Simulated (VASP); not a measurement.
# ZnSe (F-43m) in VASP: settings compared

Aim: see how the results for ZnSe move with the level of theory and the settings. Levels: r2SCAN+rVV10, r2SCAN+D3(BJ), r2SCAN. Tasks: single point.

Everything below comes from runs of VASP 6.6.1. Logs are shortened: lines on timing, memory, paths and dates and some standing lists are left out, and cuts for length are marked.

## Step 1: The cell of the first run

The structure is cubic, space group F-43m (No. 216). The conventional cell has a = 5.564 Å, b = 5.564 Å, c = 5.564 Å, α = 90.00°, β = 90.00°, γ = 90.00°. Within 3.2 Å of Zn (site symmetry -43m) lie 4 Se at 2.41 Å. Se (site symmetry -43m) has 4 Zn at 2.41 Å within 3.2 Å.

## Step 2: Single point, r2SCAN+rVV10 (volume scaled by 0.96)

File POSCAR:

```
ZnSe
1.0
    0.0000000000      2.7818610401      2.7818610401
    2.7818610401      0.0000000000      2.7818610401
    2.7818610401      2.7818610401      0.0000000000
Zn Se
1 1
Direct
    0.0000000000      0.0000000000      0.0000000000
    0.7500000000      0.7500000000      0.7500000000
```

File INCAR.step1:

```
SYSTEM = ZnSe
PREC = Accurate
ENCUT = 520
ISMEAR = 0
SIGMA = 0.05
LREAL = .FALSE.
LASPH = .TRUE.
NELM = 60
NBANDS = 16
GGA = PE
ALGO = Normal
EDIFF = 1E-4
LWAVE = .TRUE.
LCHARG = .FALSE.
```

File INCAR.step2:

```
SYSTEM = ZnSe
PREC = Accurate
ENCUT = 520
EDIFF = 1E-6
ISMEAR = 0
SIGMA = 0.05
LREAL = .FALSE.
LASPH = .TRUE.
NELM = 60
ALGO = Normal
ISIF = 2
LWAVE = .FALSE.
LCHARG = .FALSE.
METAGGA = R2SCAN
LMIXTAU = .TRUE.
LUSE_VDW = .TRUE.
IVDW_NL = 2
BPARAM = 11.95
CPARAM = 0.0093
NBANDS = 16
ISTART = 1
```

File KPOINTS:

```
Automatic mesh
0
G
  8 8 8
  0 0 0
```

Potentials or basis: VASP PAW PBE potentials, release 64 (Zn, Se).

Started as:

```console
> cat potpaw_PBE.64/Zn/POTCAR potpaw_PBE.64/Se/POTCAR > POTCAR
> cp INCAR.step1 INCAR
> mpirun -np 1 vasp_std > vasp.out
> cp INCAR.step2 INCAR
> mpirun -np 1 vasp_std > vasp.out
```

OUTCAR:

```text
SYSTEM = ZnSe
   PREC = Accurate
   ENCUT = 520
   EDIFF = 1E-6
   ISMEAR = 0
   LREAL = .FALSE.
   LASPH = .TRUE.
   NELM = 60
   ISIF = 2
   METAGGA = R2SCAN
   IVDW_NL = 2
   BPARAM = 11.95
   ISTART = 1

 ion  position               nearest neighbor table
   1  0.000  0.000  0.000-   2 2.41   2 2.41   2 2.41   2 2.41
   2  0.750  0.750  0.750-   1 2.41   1 2.41   1 2.41   1 2.41

  LATTYP: Found a face centered cubic cell.
 ALAT       =     5.5637220802

  Lattice vectors:

 A1 = (   0.0000000000,   2.7818610401,   2.7818610401)
 A2 = (   2.7818610401,   0.0000000000,   2.7818610401)
 A3 = (   2.7818610401,   2.7818610401,   0.0000000000)

Analysis of symmetry for initial positions (statically):
=====================================================================
 Subroutine PRICEL returns:
 Original cell was already a primitive cell.

 Routine SETGRP: Setting up the symmetry group for a
 face centered cubic supercell.

 Subroutine GETGRP returns: Found 24 space group operations
 (whereof 24 operations were pure point group operations)
 out of a pool of 48 trial point group operations.

The static configuration has the point symmetry T_d .

Analysis of symmetry for dynamics (positions and initial velocities):
=====================================================================
 Subroutine PRICEL returns:
 Original cell was already a primitive cell.

 Routine SETGRP: Setting up the symmetry group for a
 face centered cubic supercell.

 Subroutine GETGRP returns: Found 24 space group operations
 (whereof 24 operations were pure point group operations)
 out of a pool of 48 trial point group operations.

The dynamic configuration has the point symmetry T_d .

 Subroutine INISYM returns: Found 24 space group operations
 (whereof 24 operations are pure point group operations),
 and found     1 'primitive' translations

----------------------------------------------------------------------------------------

                                     Primitive cell

  volume of cell :      43.0563

  direct lattice vectors                    reciprocal lattice vectors
     0.000000000  2.781861040  2.781861040    -0.179735793  0.179735793  0.179735793
     2.781861040  0.000000000  2.781861040     0.179735793 -0.179735793  0.179735793
     2.781861040  2.781861040  0.000000000     0.179735793  0.179735793 -0.179735793

  length of vectors
     3.934145612  3.934145612  3.934145612     0.311311525  0.311311525  0.311311525

  position of ions in fractional coordinates (direct lattice)
     0.000000000  0.000000000  0.000000000
     0.750000000  0.750000000  0.750000000

  ion indices of the primitive-cell ions
   primitive index   ion index
                 1           1
                 2           2

----------------------------------------------------------------------------------------

 KPOINTS: Automatic mesh

Automatic generation of k-mesh.
 Grid dimensions read from file:
 generate k-points for:    8    8    8

 Generating k-lattice:

  Cartesian coordinates                     Fractional coordinates (reciprocal lattice)
    -0.022466974  0.022466974  0.022466974     0.125000000  0.000000000  0.000000000
     0.022466974 -0.022466974  0.022466974     0.000000000  0.125000000  0.000000000
     0.022466974  0.022466974 -0.022466974     0.000000000  0.000000000  0.125000000

  Length of vectors
     0.038913941  0.038913941  0.038913941

  Shift w.r.t. Gamma in fractional coordinates (k-lattice)
     0.000000000  0.000000000  0.000000000

 Subroutine IBZKPT returns following result:
 ===========================================

 Found     29 irreducible k-points:

 Following reciprocal coordinates:
            Coordinates               Weight
  0.000000  0.000000  0.000000      1.000000
  0.125000  0.000000  0.000000      8.000000
  0.250000  0.000000  0.000000      8.000000
  0.375000  0.000000  0.000000      8.000000
  0.500000  0.000000  0.000000      4.000000
  0.125000  0.125000  0.000000      6.000000
[... 16 lines left out ...]
  0.500000  0.250000  0.125000     48.000000
 -0.375000  0.250000  0.125000     24.000000
 [... further k-points ...]
   k-points           NKPTS =     29   k-points in BZ     NKDIM =     29   number of bands    NBANDS=     16
   number of dos      NEDOS =    301   number of ions     NIONS =      2
   total plane-waves  NPLWV =  27000
   dimension x,y,z NGX =    30 NGY =   30 NGZ =   30
   dimension x,y,z NGXF=    60 NGYF=   60 NGZF=   60
   ions per type =               1   1
   NGX,Y,Z   is equivalent  to a cutoff of  12.68, 12.68, 12.68 a.u.
   NGXF,Y,Z  is equivalent  to a cutoff of  25.35, 25.35, 25.35 a.u.
 SYSTEM =  ZnSe
   PREC   = accura    normal or accurate (medium, high low for compatibility)
   ISTART =      1    job   : 0-new  1-cont  2-samecut
   ICHARG =      0    charge: 1-file 2-atom 10-const
   ISPIN  =      1    spin polarized calculation?
   LNONCOLLINEAR =      F non collinear calculations
   LSORBIT =      F    spin-orbit coupling
   LASPH  =      T    aspherical Exc in radial PAW
   ENCUT  =  520.0 eV  38.22 Ry    6.18 a.u.   7.31  7.31  7.31*2*pi/ulx,y,z
   NELM   =     60;   NELMIN=  2; NELMDL=  0     # of ELM steps
   EDIFF  = 0.1E-05   stopping-criterion for ELM
   LREAL  =      F    real-space projection
   EDIFFG = 0.1E-04   stopping-criterion for IOM
   NSW    =      0    number of steps for IOM
   IBRION =     -1    ionic relax: 0-MD 1-quasi-New 2-CG
   NFREE  =      0    steps in history (QN), initial steepest desc. (CG)
   ISIF   =      2    stress and relaxation
   ISYM   =      2    0-nonsym 1-usesym 2-fastsym
   POTIM  = 0.5000    time-step for ionic-motion
   TEBEG  =    0.0;   TEEND  =   0.0 temperature during run
   PSTRESS=    0.0 pullay stress
   NELECT =      18.0000    total number of electrons
   NUPDOWN=      -1.0000    fix difference up-down
   EMIN   =  10.00;   EMAX   =-10.00  energy-range for DOS
   EFERMI =   0.00;   METHOD = LEGACY
   ISMEAR =     0;   SIGMA  =   0.05  broadening in eV -4-tet -1-fermi 0-gaus
   EFERMI_NEDOS =   21; number of points for ismear=-14 and -15
   IALGO  =     38    algorithm
   IMIX   =      4    mixing-type and parameters
     AMIX     =   0.40;   BMIX     =  1.00
     AMIX_MAG =   1.60;   BMIX_MAG =  1.00
  volume/ion in A,a.u.               =      21.53       145.28
  Fermi-wavevector in a.u.,A,eV,Ry     =   1.224109  2.313231 20.387566  1.498444
  Thomas-Fermi vector in A             =   2.359196
   LORBIT       =      0    0 simple, 1 ext, 2 COOP (PROOUT), +10 PAW based schemes
   METAGGA = R2SCAN    functional components
   LHFCALC =     F    Hartree Fock is set to
   AEXX    =    0.0000 exact exchange contribution
   IVDW_NL    =     2    kernel type
   BPARAM     =11.9500
   IVDW    =     0    specifies the selected vdW correction
   LEPSILON=     F    determine dielectric tensor
   LRPA    =     F    only Hartree local field effects (RPA)
 non-spin polarized calculation
 Gauss-broadening in eV      SIGMA  =   0.05
  energy-cutoff  :      520.00
  volume of cell :       43.06
 maximum number of plane-waves:      1211
 NGX is ok and might be reduce to    30
   NGX = 15   NGY = 15   NGZ = 15

 number of electron      17.9999984 magnetization

 Free energy of the ion-electron system (eV)
  ---------------------------------------------------
  ext. energy  EPLUGINS =         0.00000000
  ---------------------------------------------------
  free energy    TOTEN  =       -24.35796887 eV

  energy without entropy =      -24.35796887  energy(sigma->0) =      -24.35796887

 E-fermi :   2.0177     XC(G=0): -10.2557

 val. band max:        1.7871144634   @ k =   0.0000   0.0000   0.0000
 cond. band min:       3.8542179052   @ k =   0.0000   0.0000   0.0000
 fundamental gap:      2.0671034418
 Fermi energy:         2.0177468812

 k-point     1 :       0.0000    0.0000    0.0000
  band No.  band energies     occupation
      1     -12.3220      2.00000
      2      -5.1178      2.00000
      3      -5.1178      2.00000
      4      -5.1178      2.00000
      5      -4.6514      2.00000
      6      -4.6514      2.00000
[... 8 lines left out ...]
     15      13.9073      0.00000
     16      13.9073      0.00000

 k-point     2 :       0.1250    0.0000    0.0000
  band No.  band energies     occupation
      1     -12.2059      2.00000
      2      -5.1131      2.00000
      3      -5.0988      2.00000
      4      -5.0988      2.00000
      5      -4.6531      2.00000
      6      -4.6531      2.00000
[... 8 lines left out ...]
     15      13.0529      0.00000
     16      13.4337      0.00000

 k-point     3 :       0.2500    0.0000    0.0000
  band No.  band energies     occupation
      1     -11.9028      2.00000
      2      -5.0597      2.00000
      3      -5.0565      2.00000
      4      -5.0564      2.00000
      5      -4.6517      2.00000
      6      -4.6517      2.00000
[... 8 lines left out ...]
     15      12.8215      0.00000
     16      13.1381      0.00000

 k-point     4 :       0.3750    0.0000    0.0000
  band No.  band energies     occupation
      1     -11.5586      2.00000
      2      -5.0217      2.00000
      3      -5.0216      2.00000
      4      -4.8456      2.00000
      5      -4.6398      2.00000
      6      -4.6398      2.00000
[... 8 lines left out ...]
     15      14.0937      0.00000
     16      14.0937      0.00000
[... 324 lines left out ...]
 k-point    22 :       0.3750    0.2500    0.1250
  band No.  band energies     occupation
      1     -11.6643      2.00000
      2      -5.0802      2.00000
      3      -4.9954      2.00000
      4      -4.9695      2.00000
      5      -4.6707      2.00000
      6      -4.6227      2.00000
[... 8 lines left out ...]
     15      14.9058      0.00000
     16      16.2647      0.00000

 k-point    23 :       0.5000    0.2500    0.1250
  band No.  band energies     occupation
      1     -11.3756      2.00000
      2      -5.0079      2.00000
      3      -4.9652      2.00000
      4      -4.8191      2.00000
      5      -4.6390      2.00000
      6      -4.5908      2.00000
[... 8 lines left out ...]
     15      15.3574      0.00000
     16      16.3768      0.00000

 k-point    24 :      -0.3750    0.2500    0.1250
  band No.  band energies     occupation
      1     -11.2460      2.00000
      2      -4.9946      2.00000
      3      -4.9471      2.00000
      4      -4.6985      2.00000
      5      -4.6458      2.00000
      6      -4.4194      2.00000
[... 8 lines left out ...]
     15      15.3650      0.00000
     16      16.3513      0.00000

 [... further k-points ...]
[... 5 lines left out ...]
  --------------------------------------------------------------------------------------
  -------------------------------------------------------------------------------------
  Total        0.8962273      0.8962273      0.8962273      0.0000000      0.0000000      0.0000000
  in kB       33.3497409     33.3497409     33.3497409      0.0000000      0.0000000      0.0000000
  external PRESSURE =      33.3497409 kB  Pullay stress =       0.0000000 kB

 VOLUME and BASIS-vectors are now :
 -----------------------------------------------------------------------------
  energy-cutoff  :      520.00
  volume of cell :       43.06
      direct lattice vectors                 reciprocal lattice vectors
     0.000000000  2.781861040  2.781861040    -0.179735793  0.179735793  0.179735793
     2.781861040  0.000000000  2.781861040     0.179735793 -0.179735793  0.179735793
     2.781861040  2.781861040  0.000000000     0.179735793  0.179735793 -0.179735793

 POSITION                                       TOTAL-FORCE (eV/Angst)
 -----------------------------------------------------------------------------------
      0.00000      0.00000      0.00000        -0.000000     -0.000000     -0.000000
      4.17279      4.17279      4.17279         0.000000      0.000000      0.000000
 -----------------------------------------------------------------------------------
    total drift:                               -0.000029     -0.000029     -0.000029

  FREE ENERGIE OF THE ION-ELECTRON SYSTEM (eV)
  ---------------------------------------------------
  free  energy   TOTEN  =       -24.3579688741 eV

  energy  without entropy=      -24.3579688741  energy(sigma->0) =      -24.35796887
```

Wall time 1.9 min (1 thread of Intel Xeon Platinum 8488C (Sapphire Rapids), shared host); peak memory 0.29 GiB.

What came out:

```
Free energy            : -24.3580 eV
Pressure               : 3.3 GPa
Band gap on the k mesh : 2.07 eV, direct
```

Caveat: the PAW data sets were made with another functional, which shifts forces and pressure a little.

## Step 3: Single point, r2SCAN+D3(BJ) (volume scaled by 0.96)

File POSCAR:

```
ZnSe
1.0
    0.0000000000      2.7832748805      2.7832748805
    2.7832748805      0.0000000000      2.7832748805
    2.7832748805      2.7832748805      0.0000000000
Zn Se
1 1
Direct
    0.0000000000      0.0000000000      0.0000000000
    0.7500000000      0.7500000000      0.7500000000
```

File INCAR.step1:

```
ALGO = Normal
EDIFF = 1E-4
ENCUT = 520
GGA = PE
ISMEAR = 0
LASPH = True
LCHARG = False
LREAL = False
LWAVE = True
NBANDS = 16
NELM = 100
PREC = Accurate
SIGMA = 0.05
```

File INCAR.step2:

```
ALGO = Normal
EDIFF = 1E-6
ENCUT = 520
ISIF = 2
ISMEAR = 0
ISTART = 1
IVDW = 12
LASPH = True
LCHARG = False
LMIXTAU = True
LREAL = False
LWAVE = False
METAGGA = R2SCAN
NBANDS = 16
NELM = 100
PREC = Accurate
SIGMA = 0.05
VDW_A1 = 0.49484001
VDW_A2 = 5.73083694
VDW_S6 = 1.0
VDW_S8 = 0.78981345
```

File KPOINTS:

```
k-points
0
Gamma
  8 8 8
```

Potentials or basis: VASP PAW PBE potentials, release 64 (Zn, Se).

Started as:

```console
> cat potpaw_PBE.64/Zn/POTCAR potpaw_PBE.64/Se/POTCAR > POTCAR
> cp INCAR.step1 INCAR
> mpirun -np 1 vasp_std > vasp.out
> cp INCAR.step2 INCAR
> mpirun -np 1 vasp_std > vasp.out
```

It took 77 s on 1 thread of Intel Xeon Platinum 8488C (Sapphire Rapids), shared host; peak memory 0.19 GiB.

It converged, with:

```yaml
Free_energy: -25.2038 eV
Pressure: 2.8 GPa
Band_gap_on_the_k_mesh: 2.11 eV, direct
Dispersion_energy_per_atom: -0.161 eV
```

Levels at points of the mesh, in eV from the valence-band top:
| k point | band 6 | band 7 | band 8 | band 9 | band 10 | band 11 | band 12 | band 13 |
| --- | --- | --- | --- | --- | --- | --- | --- | --- |
| (0.00, 0.00, 0.00) | -6.44 | 0.00 | 0.00 | 0.00 | 2.11 | 6.29 | 6.29 | 6.29 |
| (0.50, 0.00, 0.00) | -6.27 | -5.67 | -0.97 | -0.97 | 3.15 | 6.85 | 6.85 | 9.22 |
| (0.50, 0.50, 0.00) | -6.24 | -5.04 | -2.44 | -2.44 | 3.21 | 3.86 | 11.95 | 12.46 |

Caveat: three body term missing; the PAW data sets were made with another functional, which shifts forces and pressure a little.

(Part 1 of 2 ends here.)
